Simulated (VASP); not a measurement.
Runs of VASP 6.6.1 on BAs. It takes space group F-43m (No. 216, cubic). Conventional cell: a = 4.784 Å, b = 4.784 Å, c = 4.784 Å, α = 90.00°, β = 90.00°, γ = 90.00°. B (site symmetry -43m) has 4 As at 2.07 Å within 2.7 Å. Within 2.7 Å of As (site symmetry -43m) lie 4 B at 2.07 Å. 

| level | k mesh | grid for exact exchange (PRECFOCK) | share of exact exchange | screening parameter | gap on the mesh (eV) | pressure (GPa) |
| --- | --- | --- | --- | --- | --- | --- |
| PBE-based global hybrid with 50 % exact exchange | 4 × 4 × 4 | Normal | 0.5 | - | (b) | -4.8 |
| HSE06 | 4 × 4 × 4 | Normal | 0.25 | 0.2079 1/Å | 2.12 | (c) |
| PBE-based global hybrid with 20 % exact exchange | 4 × 4 × 4 | Normal | 0.2 | - | 2.59 | 0.0 |
| PBEsol | 6 × 6 × 6 | - | - | - | 1.18 | (a) |

Alike in all rows: task single point; potentials or basis VASP PAW PBE potentials, release 64 (B, As); no spin polarisation; cell as given; cutoff (eV) 520; smearing gaussian 0.01 eV.

Estimate the missing entries.

(a) -0.5; (b) 4.42; (c) -0.6.

Caveats: some runs use coarse meshes; the PAW data sets were made with another functional, which shifts forces and pressure a little.

A k mesh can miss the band edges, and the runs leave out spin-orbit coupling on As.
